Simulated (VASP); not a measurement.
# MoS2 (R3m) in VASP: notebook

Runs on MoS2. Level: PBE+D3(BJ). Tasks: single point.

Program: VASP 6.6.1. These are calculated values, not measurements. Logs are shortened: lines on timing, memory, paths and dates and some standing lists are left out, and cuts for length are marked.

## 1. The cell of the first run

Symmetry: R3m, No. 160, trigonal system. The conventional cell has a = 3.232 Å, b = 3.232 Å, c = 17.994 Å, α = 90.00°, β = 90.00°, γ = 120.00°. Mo (site symmetry 3m) has 6 S at 2.43 Å and 6 Mo at 3.23 Å within 3.3 Å. Within 3.5 Å of S (site symmetry 3m) lie 3 Mo at 2.43 Å and 10 S at 3.13 to 3.42 Å. Within 3.5 Å of S (site symmetry 3m) lie 3 Mo at 2.43 Å and 10 S at 3.13 to 3.42 Å.

## 2. Single point, PBE+D3(BJ)

INCAR

```
SYSTEM = MoS2
ALGO = Normal
EDIFF = 1E-6
ENCUT = 520
GGA = PE
ISIF = 2
ISMEAR = 0
IVDW = 12
LASPH = .TRUE.
LCHARG = .FALSE.
LREAL = .FALSE.
LWAVE = .FALSE.
NBANDS = 20
NELM = 100
PREC = Accurate
SIGMA = 0.05
```

KPOINTS

```
k-points
0
G
  12 12 12
  0 0 0
```

POSCAR

```
MoS2
1.0
    1.6160000000      0.9329980350      5.9978900580
   -1.6160000000      0.9329980350      5.9978900580
    0.0000000000     -1.8659960700      5.9978900580
Mo S
1 2
Direct
    0.0000172156      0.0000172156      0.0000172156
    0.7535368444      0.7535368444      0.7535368444
    0.5797459400      0.5797459400      0.5797459400
```

Potentials or basis: VASP PAW PBE potentials, release 64 (Mo_sv, S).

Run with:

```
$ cat potpaw_PBE.64/Mo_sv/POTCAR potpaw_PBE.64/S/POTCAR > POTCAR
$ mpirun -np 1 vasp_std > vasp.out
```

OUTCAR:

```text
SYSTEM = MoS2
   EDIFF = 1E-6
   ENCUT = 520
   GGA = PE
   ISIF = 2
   ISMEAR = 0
   IVDW = 12
   LASPH = .TRUE.
   LREAL = .FALSE.
   NELM = 100
   PREC = Accurate
 IVDW          = 12

 ion  position               nearest neighbor table
   1  0.000  0.000  0.000-   2 2.43   2 2.43   2 2.43   3 2.43   3 2.43   3 2.43
   2  0.754  0.754  0.754-   1 2.43   1 2.43   1 2.43
   3  0.580  0.580  0.580-   1 2.43   1 2.43   1 2.43

  LATTYP: Found a trigonal (rhomboedric) cell.
 ALAT       =     6.2814509853
 COS(alpha) =     0.8676290280

  Lattice vectors:

 A1 = (   1.6160000000,   0.9329980350,   5.9978900580)
 A2 = (  -1.6160000000,   0.9329980350,   5.9978900580)
 A3 = (   0.0000000000,  -1.8659960700,   5.9978900580)

Analysis of symmetry for initial positions (statically):
=====================================================================
 Subroutine PRICEL returns:
 Original cell was already a primitive cell.

 Routine SETGRP: Setting up the symmetry group for a
 trigonal (rhombohedral) supercell.

 Subroutine GETGRP returns: Found  6 space group operations
 (whereof  6 operations were pure point group operations)
 out of a pool of 12 trial point group operations.

The static configuration has the point symmetry C_3v.

Analysis of symmetry for dynamics (positions and initial velocities):
=====================================================================
 Subroutine PRICEL returns:
 Original cell was already a primitive cell.

 Routine SETGRP: Setting up the symmetry group for a
 trigonal (rhombohedral) supercell.

 Subroutine GETGRP returns: Found  6 space group operations
 (whereof  6 operations were pure point group operations)
 out of a pool of 12 trial point group operations.

The dynamic configuration has the point symmetry C_3v.

 Subroutine INISYM returns: Found  6 space group operations
 (whereof  6 operations are pure point group operations),
 and found     1 'primitive' translations

----------------------------------------------------------------------------------------

                                     Primitive cell

  volume of cell :      54.2590

  direct lattice vectors                    reciprocal lattice vectors
     1.616000000  0.932998035  5.997890058     0.309405941  0.178635603  0.055575099
    -1.616000000  0.932998035  5.997890058    -0.309405941  0.178635603  0.055575099
     0.000000000 -1.865996070  5.997890058     0.000000000 -0.357271206  0.055575099
[... 84 lines left out ...]
   ENCUT  =  520.0 eV  38.22 Ry    6.18 a.u.  11.68 11.68 11.68*2*pi/ulx,y,z
   NELM   =    100;   NELMIN=  2; NELMDL= -5     # of ELM steps
   EDIFF  = 0.1E-05   stopping-criterion for ELM
   LREAL  =      F    real-space projection
   EDIFFG = 0.1E-04   stopping-criterion for IOM
   NSW    =      0    number of steps for IOM
   IBRION =     -1    ionic relax: 0-MD 1-quasi-New 2-CG
   NFREE  =      0    steps in history (QN), initial steepest desc. (CG)
   ISIF   =      2    stress and relaxation
   ISYM   =      2    0-nonsym 1-usesym 2-fastsym
   POTIM  = 0.5000    time-step for ionic-motion
   TEBEG  =    0.0;   TEEND  =   0.0 temperature during run
   PSTRESS=    0.0 pullay stress
   NELECT =      26.0000    total number of electrons
   NUPDOWN=      -1.0000    fix difference up-down
   EMIN   =  10.00;   EMAX   =-10.00  energy-range for DOS
   EFERMI =   0.00;   METHOD = LEGACY
   ISMEAR =     0;   SIGMA  =   0.05  broadening in eV -4-tet -1-fermi 0-gaus
   EFERMI_NEDOS =   21; number of points for ismear=-14 and -15
   IALGO  =     38    algorithm
   IMIX   =      4    mixing-type and parameters
     AMIX     =   0.40;   BMIX     =  1.00
     AMIX_MAG =   1.60;   BMIX_MAG =  1.00
  volume/ion in A,a.u.               =      18.09       122.05
  Fermi-wavevector in a.u.,A,eV,Ry     =   1.281077  2.420885 22.329324  1.641159
  Thomas-Fermi vector in A             =   2.413468
   LORBIT       =      0    0 simple, 1 ext, 2 COOP (PROOUT), +10 PAW based schemes
   GGA     = PE    functional components
   LHFCALC =     F    Hartree Fock is set to
   AEXX    =    0.0000 exact exchange contribution
   IVDW    =    12    specifies the selected vdW correction
   LEPSILON=     F    determine dielectric tensor
   LRPA    =     F    only Hartree local field effects (RPA)
 non-spin polarized calculation
 Gauss-broadening in eV      SIGMA  =   0.05
  energy-cutoff  :      520.00
  volume of cell :       54.26
 maximum number of plane-waves:      1484
   NGX = 23   NGY = 23   NGZ = 23

 number of electron      26.0000001 magnetization

 Free energy of the ion-electron system (eV)
  ---------------------------------------------------
  ext. energy  EPLUGINS =         0.00000000
  ---------------------------------------------------
  free energy    TOTEN  =       -21.76433986 eV

  energy without entropy =      -21.76433986  energy(sigma->0) =      -21.76433986

 E-fermi :   7.7937     XC(G=0): -10.8112

 val. band max:        7.5311759587   @ k =   0.5000   0.5000   0.5000
 cond. band min:       8.2186252772   @ k =  -0.1667   0.5000   0.1667
 fundamental gap:      0.6874493185
 Fermi energy:         7.7937487970

 k-point     1 :       0.0000    0.0000    0.0000
  band No.  band energies     occupation
      1     -54.2125      2.00000
      2     -28.3195      2.00000
      3     -28.1637      2.00000
      4     -28.1637      2.00000
      5      -7.4231      2.00000
      6      -5.6925      2.00000
[... 541 lines left out ...]
     19      15.4961      0.00000
     20      15.8813      0.00000

 [... further k-points ...]

------------------------ aborting loop because EDIFF is reached ----------------------------------------

 Edisp (eV)   -1.25503

 E8    (eV) :    -0.5062

  FORCE on cell =-STRESS in cart. coord.  units (eV):
  Direction    XX          YY          ZZ          XY          YZ          ZX
  --------------------------------------------------------------------------------------
  -------------------------------------------------------------------------------------
  Total      -2.67580    -2.67580    -1.54262     0.00000     0.00000     0.00000
  in kB     -79.01173   -79.01173   -45.55105     0.00000     0.00000     0.00000
  external pressure =      -67.86 kB  Pullay stress =        0.00 kB

 VOLUME and BASIS-vectors are now :
 -----------------------------------------------------------------------------
  energy-cutoff  :      520.00
  volume of cell :       54.26
      direct lattice vectors                 reciprocal lattice vectors
     1.616000000  0.932998035  5.997890058     0.309405941  0.178635603  0.055575099
    -1.616000000  0.932998035  5.997890058    -0.309405941  0.178635603  0.055575099
     0.000000000 -1.865996070  5.997890058     0.000000000 -0.357271206  0.055575099

 POSITION                                       TOTAL-FORCE (eV/Angst)
 -----------------------------------------------------------------------------------
      0.00000      0.00000      0.00031         0.000000      0.000000     -0.000203
      0.00000      0.00000     13.55889         0.000000     -0.000000     -0.460884
      0.00000      0.00000     10.43176         0.000000      0.000000      0.461086
 -----------------------------------------------------------------------------------
    total drift:                               -0.000000      0.000000     -0.000063

  FREE ENERGIE OF THE ION-ELECTRON SYSTEM (eV)
  ---------------------------------------------------
  free  energy   TOTEN  =       -23.0193665389 eV

  energy  without entropy=      -23.0193665389  energy(sigma->0) =      -23.01936654
```

OSZICAR:

```text
N       E                     dE             d eps       ncg     rms          rms(c)
DAV:   1     0.180761321292E+03    0.18076E+03   -0.13412E+04  7600   0.123E+03
DAV:   2    -0.159267359868E+02   -0.19669E+03   -0.19136E+03  9236   0.314E+02
DAV:   3    -0.232526077115E+02   -0.73259E+01   -0.72520E+01  9324   0.566E+01
DAV:   4    -0.233375909045E+02   -0.84983E-01   -0.84935E-01  9164   0.652E+00
DAV:   5    -0.233388922013E+02   -0.13013E-02   -0.13012E-02  9576   0.790E-01    0.221E+01
DAV:   6    -0.222429515395E+02    0.10959E+01   -0.12665E+01  7872   0.207E+01    0.880E+00
DAV:   7    -0.218570553222E+02    0.38590E+00   -0.45605E+00  7680   0.120E+01    0.542E+00
DAV:   8    -0.217643455178E+02    0.92710E-01   -0.50447E-01  8700   0.428E+00    0.172E+00
DAV:   9    -0.217654138795E+02   -0.10684E-02   -0.20144E-02  8744   0.895E-01    0.552E-01
DAV:  10    -0.217643911127E+02    0.10228E-02   -0.97895E-03  8512   0.651E-01    0.166E-01
DAV:  11    -0.217643564352E+02    0.34677E-04   -0.47865E-04  8808   0.152E-01    0.565E-02
DAV:  12    -0.217643205733E+02    0.35862E-04   -0.12346E-04  8712   0.703E-02    0.471E-02
DAV:  13    -0.217643398497E+02   -0.19276E-04   -0.39873E-05  8140   0.389E-02    0.145E-02
DAV:  14    -0.217643398639E+02   -0.14229E-07   -0.18462E-06  7584   0.831E-03
   1 F= -.23019367E+02 E0= -.23019367E+02  d E =-.174386E-16
```

stdout:

```text
POSCAR found type information on POSCAR MoS
 POSCAR found :  2 types and       3 ions
 scaLAPACK will be used
 LDA part: xc-table for (Slater+PW92), standard interpolation
 POSCAR, INCAR and KPOINTS ok, starting setup
 FFT: planning ... GRIDC
 FFT: planning ... GRID_SOFT
 FFT: planning ... GRID
 WAVECAR not read
 entering main loop
```

Wall time 10 min (1 thread of Intel Xeon 8259CL, shared host); peak memory 0.45 GiB.

What came out:

```
Free energy                : -23.0194 eV
Pressure                   : -6.8 GPa
Largest force              : 0.461 eV/Å
Band gap on the k mesh     : 0.69 eV (least direct gap 1.54 eV)
Dispersion energy per atom : -0.418 eV
```

Forces on the atoms (eV/Å):
```
Mo   0.000  0.000  0.000
S    0.000  0.000 -0.461
S    0.000  0.000  0.461
```

Levels at points of the mesh, in eV from the valence-band top:
```
           k point  band 9  band 10  band 11  band 12  band 13  band 14  band 15  band 16  band 17  band 18
(0.00, 0.00, 0.00)   -3.42    -2.40    -2.40    -1.16    -0.98     1.70     1.70     2.12     2.12     5.08
(0.50, 0.00, 0.00)   -4.93    -4.02    -2.32    -1.78    -1.52     1.29     1.68     3.01     3.22     5.15
(0.50, 0.50, 0.00)   -4.61    -3.89    -2.97    -2.06    -1.38     1.22     1.80     2.71     3.57     5.88
(0.50, 0.50, 0.50)   -3.45    -3.45    -2.35    -2.35     0.00     1.84     1.84     1.93     1.93     5.26
```

Caveat: the cell stands under tension; semilocal functionals underestimate gaps, and a narrow one can read as zero. Expect the measured gap to be larger: semilocal functionals such as PBE lack the derivative discontinuity.

(Continued in part 2 of 2.)
